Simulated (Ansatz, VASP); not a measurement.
TePb: VASP beside Ansatz

Contents of INCAR:

```
PREC = Accurate
ENCUT = 500
EDIFF = 1E-6
ISMEAR = 0
SIGMA = 0.02
LREAL = False
LASPH = True
NELM = 120
ALGO = Normal
ISIF = 2
LWAVE = False
LCHARG = True
GGA = PE
LELF = True
LVHAR = True
NBANDS = 17
GGA_COMPAT = False
```

The input KPOINTS:

```
regular mesh
0
Gamma
  8 8 8
```

POSCAR

```
TePb
1.0
    0.0000000000      3.2200000000      3.2200000000
    3.2200000000      0.0000000000      3.2200000000
    3.2200000000      3.2200000000      0.0000000000
Pb Te
1 1
Direct
    0.0000000000      0.0000000000      0.0000000000
    0.5000000000      0.5000000000      0.5000000000
```

Input for Ansatz:

```yaml
crystal:
  lattice:
    - [0.0, 3.22, 3.22]
    - [3.22, 0.0, 3.22]
    - [3.22, 3.22, 0.0]
  atoms:
    - { symbol: Pb, position: [0.0, 0.0, 0.0] }
    - { symbol: Te, position: [0.5, 0.5, 0.5] }
basis:
  ecutwfc: 420
kpoints:
  mp_grid: { grid: [8, 8, 8] }
hamiltonian:
  xc: pbe
  pseudopotentials: { kind: paw, azcp: { folder: soft_1 } }
scf:
  occupations: { method: gaussian, width: 0.02 }
output:
  forces: true
  stress: true
  eigenvalues: true
  write_density: true
  write_potential: true
  elf: true
  volumetric_format: npy
```

Alike in both runs: task single point; functional PBE; k mesh 8 × 8 × 8; occupations gaussian, width 0.02 eV; no spin polarisation.

|  | VASP | Ansatz |
| --- | --- | --- |
| version | VASP 6.6.1 | Ansatz 0.2.0 |
| potentials or method | VASP PAW PBE potentials, release 64 (Pb_d, Te), cutoff 500 eV | scalar-relativistic, plane waves, PAW |
| valence electrons in the cell | 20 | 30 |

|  | VASP | Ansatz | Ansatz less VASP |
| --- | --- | --- | --- |
| gap on the k mesh at the Fermi level (eV) | 0.71 | 0.71 | +0.002 |
| least direct gap on the mesh (eV) | 0.71 | 0.71 | +0.002 |
| pressure (GPa) | 2.6 | 2.6 | +0.07 |

VASP's potentials hold 20 valence electrons a cell and Ansatz's 30, so a difference there can come from the potentials and not from the codes.

Spin-orbit coupling is off throughout.
